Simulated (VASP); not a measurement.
# Zn (Pm-3m) in VASP: single point with PBEsol

Aim: the single point of Zn with PBEsol.

Program: VASP 6.6.1. These are calculated values, not measurements. Logs are shortened: lines on timing, memory, paths and dates and some standing lists are left out, and cuts for length are marked.

## 1. The cell of the first run

It takes space group Pm-3m (No. 221, cubic). Conventional cell: a = 4.964 Å, b = 4.964 Å, c = 4.964 Å, α = 90.00°, β = 90.00°, γ = 90.00°.

## 2. Single point, PBEsol

The input, INCAR:

```
  PREC = Accurate
  ENCUT = 520
  EDIFF = 1E-6
  ISMEAR = 0
  SIGMA = 0.15
  LREAL = False
  LASPH = True
  NELM = 80
  ALGO = Normal
  ISIF = 2
  LWAVE = False
  LCHARG = False
  GGA = PS
  NBANDS = 12
```

The input, KPOINTS:

```
regular mesh
0
Gamma
  5 5 5
```

The input, POSCAR:

```
Zn
1.0
    4.9636600000      0.0000000000      0.0000000000
    0.0000000000      4.9636600000      0.0000000000
    0.0000000000      0.0000000000      4.9636600000
Zn
1
Direct
    0.0000000000      0.0000000000      0.0000000000
```

Potentials or basis: VASP PAW PBE potentials, release 64 (Zn).

Started as:

```bash
cat potpaw_PBE.64/Zn/POTCAR > POTCAR
mpirun -np 1 vasp_std > vasp.out
```

OUTCAR:

```text
PREC = Accurate
   ENCUT = 520
   EDIFF = 1E-6
   ISMEAR = 0
   LREAL = False
   LASPH = True
   NELM = 80
   ISIF = 2
   GGA = PS

 ion  position               nearest neighbor table
   1  0.000  0.000  0.000-

  LATTYP: Found a simple cubic cell.
 ALAT       =     4.9636600000

  Lattice vectors:

 A1 = (   4.9636600000,   0.0000000000,   0.0000000000)
 A2 = (   0.0000000000,   4.9636600000,   0.0000000000)
 A3 = (   0.0000000000,   0.0000000000,   4.9636600000)

Analysis of symmetry for initial positions (statically):
=====================================================================
 Subroutine PRICEL returns:
 Original cell was already a primitive cell.

 Routine SETGRP: Setting up the symmetry group for a
 simple cubic supercell.

 Subroutine GETGRP returns: Found 48 space group operations
 (whereof 48 operations were pure point group operations)
 out of a pool of 48 trial point group operations.

The static configuration has the point symmetry O_h .

Analysis of symmetry for dynamics (positions and initial velocities):
=====================================================================
 Subroutine PRICEL returns:
 Original cell was already a primitive cell.

 Routine SETGRP: Setting up the symmetry group for a
 simple cubic supercell.

 Subroutine GETGRP returns: Found 48 space group operations
 (whereof 48 operations were pure point group operations)
 out of a pool of 48 trial point group operations.

The dynamic configuration has the point symmetry O_h .

 Subroutine INISYM returns: Found 48 space group operations
 (whereof 48 operations are pure point group operations),
 and found     1 'primitive' translations

----------------------------------------------------------------------------------------

                                     Primitive cell

  volume of cell :     122.2943

  direct lattice vectors                    reciprocal lattice vectors
     4.963660000  0.000000000  0.000000000     0.201464242  0.000000000  0.000000000
     0.000000000  4.963660000  0.000000000     0.000000000  0.201464242  0.000000000
     0.000000000  0.000000000  4.963660000     0.000000000  0.000000000  0.201464242

  length of vectors
     4.963660000  4.963660000  4.963660000     0.201464242  0.201464242  0.201464242

  position of ions in fractional coordinates (direct lattice)
     0.000000000  0.000000000  0.000000000

  ion indices of the primitive-cell ions
   primitive index   ion index
                 1           1

----------------------------------------------------------------------------------------

 KPOINTS: regular mesh

Automatic generation of k-mesh.
 Grid dimensions read from file:
 generate k-points for:    5    5    5

 Generating k-lattice:

  Cartesian coordinates                     Fractional coordinates (reciprocal lattice)
     0.040292848  0.000000000  0.000000000     0.200000000  0.000000000  0.000000000
     0.000000000  0.040292848  0.000000000     0.000000000  0.200000000  0.000000000
     0.000000000  0.000000000  0.040292848     0.000000000  0.000000000  0.200000000

  Length of vectors
     0.040292848  0.040292848  0.040292848

  Shift w.r.t. Gamma in fractional coordinates (k-lattice)
     0.000000000  0.000000000  0.000000000

 Subroutine IBZKPT returns following result:
 ===========================================

 Found     10 irreducible k-points:

 Following reciprocal coordinates:
            Coordinates               Weight
  0.000000  0.000000  0.000000      1.000000
  0.200000  0.000000  0.000000      6.000000
  0.400000  0.000000  0.000000      6.000000
  0.200000  0.200000  0.000000     12.000000
  0.400000  0.200000  0.000000     24.000000
  0.400000  0.400000  0.000000     12.000000
  0.200000  0.200000  0.200000      8.000000
  0.400000  0.200000  0.200000     24.000000
  0.400000  0.400000  0.200000     24.000000
  0.400000  0.400000  0.400000      8.000000
   k-points           NKPTS =     10   k-points in BZ     NKDIM =     10   number of bands    NBANDS=     12
   number of dos      NEDOS =    301   number of ions     NIONS =      1
   total plane-waves  NPLWV =  64000
   dimension x,y,z NGX =    40 NGY =   40 NGZ =   40
   dimension x,y,z NGXF=    80 NGYF=   80 NGZF=   80
   ions per type =               1
   NGX,Y,Z   is equivalent  to a cutoff of  13.40, 13.40, 13.40 a.u.
   NGXF,Y,Z  is equivalent  to a cutoff of  26.79, 26.79, 26.79 a.u.
 SYSTEM =  unknown system
   PREC   = accura    normal or accurate (medium, high low for compatibility)
   ISTART =      0    job   : 0-new  1-cont  2-samecut
   ICHARG =      2    charge: 1-file 2-atom 10-const
   ISPIN  =      1    spin polarized calculation?
   LNONCOLLINEAR =      F non collinear calculations
   LSORBIT =      F    spin-orbit coupling
   LASPH  =      T    aspherical Exc in radial PAW
   ENCUT  =  520.0 eV  38.22 Ry    6.18 a.u.   9.23  9.23  9.23*2*pi/ulx,y,z
   NELM   =     80;   NELMIN=  2; NELMDL= -5     # of ELM steps
   EDIFF  = 0.1E-05   stopping-criterion for ELM
   LREAL  =      F    real-space projection
   EDIFFG = 0.1E-04   stopping-criterion for IOM
   NSW    =      0    number of steps for IOM
   IBRION =     -1    ionic relax: 0-MD 1-quasi-New 2-CG
   NFREE  =      0    steps in history (QN), initial steepest desc. (CG)
   ISIF   =      2    stress and relaxation
   ISYM   =      2    0-nonsym 1-usesym 2-fastsym
   POTIM  = 0.5000    time-step for ionic-motion
   TEBEG  =    0.0;   TEEND  =   0.0 temperature during run
   PSTRESS=    0.0 pullay stress
   NELECT =      12.0000    total number of electrons
   NUPDOWN=      -1.0000    fix difference up-down
   EMIN   =  10.00;   EMAX   =-10.00  energy-range for DOS
   EFERMI =   0.00;   METHOD = LEGACY
   ISMEAR =     0;   SIGMA  =   0.15  broadening in eV -4-tet -1-fermi 0-gaus
   EFERMI_NEDOS =   21; number of points for ismear=-14 and -15
   IALGO  =     38    algorithm
   IMIX   =      4    mixing-type and parameters
     AMIX     =   0.40;   BMIX     =  1.00
     AMIX_MAG =   1.60;   BMIX_MAG =  1.00
  volume/ion in A,a.u.               =     122.29       825.28
  Fermi-wavevector in a.u.,A,eV,Ry     =   0.755092  1.426917  7.757552  0.570164
  Thomas-Fermi vector in A             =   1.852908
   LORBIT       =      0    0 simple, 1 ext, 2 COOP (PROOUT), +10 PAW based schemes
   GGA     = PS    functional components
   LHFCALC =     F    Hartree Fock is set to
   AEXX    =    0.0000 exact exchange contribution
   IVDW    =     0    specifies the selected vdW correction
   LEPSILON=     F    determine dielectric tensor
   LRPA    =     F    only Hartree local field effects (RPA)
 non-spin polarized calculation
 Gauss-broadening in eV      SIGMA  =   0.15
  energy-cutoff  :      520.00
  volume of cell :      122.29
 maximum number of plane-waves:      3306
 NGX is ok and might be reduce to    40
   NGX = 19   NGY = 19   NGZ = 19

 number of electron      12.0000011 magnetization

 Free energy of the ion-electron system (eV)
  ---------------------------------------------------
  ext. energy  EPLUGINS =         0.00000000
  ---------------------------------------------------
  free energy    TOTEN  =        -0.04564866 eV

  energy without entropy =       -0.04564866  energy(sigma->0) =       -0.04564866

 E-fermi :  -4.0416     XC(G=0):  -3.6676

 val. band max:       -4.7181638389   @ k =   0.4000   0.4000   0.4000
 cond. band min:      -1.2649859047   @ k =   0.4000   0.0000   0.0000
 fundamental gap:      3.4531779342
 Fermi energy:        -4.0415939340

 k-point     1 :       0.0000    0.0000    0.0000
  band No.  band energies     occupation
      1      -9.2718      2.00000
      2      -9.2718      2.00000
      3      -9.2603      2.00000
      4      -9.2603      2.00000
      5      -9.2603      2.00000
      6      -5.6326      2.00000
      7       1.0273      0.00000
      8       1.0273      0.00000
      9       1.0273      0.00000
     10       1.7001      0.00000
     11       3.7825      0.00000
     12       3.7825      0.00000

 k-point     2 :       0.2000    0.0000    0.0000
  band No.  band energies     occupation
      1      -9.2716      2.00000
      2      -9.2683      2.00000
      3      -9.2613      2.00000
      4      -9.2613      2.00000
      5      -9.2602      2.00000
      6      -5.5187      2.00000
      7      -0.2138      0.00000
      8       1.1426      0.00000
      9       1.1426      0.00000
     10       2.3914      0.00000
     11       3.9890      0.00000
     12       4.8743      0.00000

 k-point     3 :       0.4000    0.0000    0.0000
  band No.  band energies     occupation
      1      -9.2714      2.00000
      2      -9.2630      2.00000
      3      -9.2630      2.00000
      4      -9.2626      2.00000
      5      -9.2600      2.00000
      6      -5.3004      2.00000
      7      -1.2650      0.00000
      8       1.3597      0.00000
      9       1.3597      0.00000
     10       3.0544      0.00000
     11       4.5068      0.00000
     12       4.6758      0.00000
[... 76 lines left out ...]
 k-point     9 :       0.4000    0.4000    0.2000
  band No.  band energies     occupation
      1      -9.2663      2.00000
      2      -9.2640      2.00000
      3      -9.2640      2.00000
      4      -9.2631      2.00000
      5      -9.2571      2.00000
      6      -4.8999      2.00000
      7      -0.6223      0.00000
      8      -0.5340      0.00000
      9       0.7156      0.00000
     10       2.3724      0.00000
     11       4.1842      0.00000
     12       4.3840      0.00000

 k-point    10 :       0.4000    0.4000    0.4000
  band No.  band energies     occupation
      1      -9.2661      2.00000
      2      -9.2661      2.00000
      3      -9.2661      2.00000
      4      -9.2570      2.00000
      5      -9.2570      2.00000
      6      -4.7182      2.00000
      7      -0.3278      0.00000
      8      -0.2288      0.00000
      9      -0.2288      0.00000
     10       2.7527      0.00000
     11       3.1660      0.00000
     12       3.1660      0.00000

------------------------ aborting loop because EDIFF is reached ----------------------------------------

  FORCE on cell =-STRESS in cart. coord.  units (eV):
  Direction    XX          YY          ZZ          XY          YZ          ZX
  --------------------------------------------------------------------------------------
  -------------------------------------------------------------------------------------
  Total       -0.0760781     -0.0760781     -0.0760781     -0.0000000     -0.0000000     -0.0000000
  in kB       -0.9966997     -0.9966997     -0.9966997     -0.0000000     -0.0000000     -0.0000000
  external PRESSURE =      -0.9966997 kB  Pullay stress =       0.0000000 kB

 VOLUME and BASIS-vectors are now :
 -----------------------------------------------------------------------------
  energy-cutoff  :      520.00
  volume of cell :      122.29
      direct lattice vectors                 reciprocal lattice vectors
     4.963660000  0.000000000  0.000000000     0.201464242  0.000000000  0.000000000
     0.000000000  4.963660000  0.000000000     0.000000000  0.201464242  0.000000000
     0.000000000  0.000000000  4.963660000     0.000000000  0.000000000  0.201464242

 POSITION                                       TOTAL-FORCE (eV/Angst)
 -----------------------------------------------------------------------------------
      0.00000      0.00000      0.00000         0.000000      0.000000      0.000000
 -----------------------------------------------------------------------------------
    total drift:                               -0.000000     -0.000000     -0.000000

  FREE ENERGIE OF THE ION-ELECTRON SYSTEM (eV)
  ---------------------------------------------------
  free  energy   TOTEN  =        -0.0456486588 eV

  energy  without entropy=       -0.0456486588  energy(sigma->0) =       -0.04564866
```

Wall time 18 s (1 thread of AMD EPYC 7R13, shared host); peak memory 0.19 GiB.

What came out:

| Quantity | Value |
| --- | --- |
| Free energy | -0.0456 eV |
| Pressure | -0.1 GPa |
| Band gap on the k mesh | 3.45 eV, indirect (least direct gap 4.04 eV) |

Caveat: the PAW data sets were made with another functional, which shifts forces and pressure a little.
